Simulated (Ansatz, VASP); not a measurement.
**One calculation of Rb, two programs**

```
Rb
1.0
     0.00000    3.51833    3.51833
     3.51833    0.00000    3.51833
     3.51833    3.51833    0.00000
Rb
1
Direct
  0.00000 0.00000 0.00000
```

Alike in both runs: task relaxation of cell and atoms; functional BLYP; k mesh 8 × 8 × 8; occupations fermi-dirac, width 0.1 eV; no spin polarisation.

```csv
,VASP,Ansatz
version,VASP 6.6.1,Ansatz 0.2.0
potentials or method,"VASP PAW PBE potentials, release 64 (Rb_sv), cutoff 600 eV","plane waves (420 eV) with PAW, scalar-relativistic"
valence electrons in the cell,9,9
```

```csv
,VASP,Ansatz,Ansatz less VASP
relaxed volume (Å³/atom),96.39,95.87,-0.522
relaxed cell length with the largest relative difference (Å),5.147,5.137,-0.0093
```

VASP's potentials were made for PBE, not for BLYP.
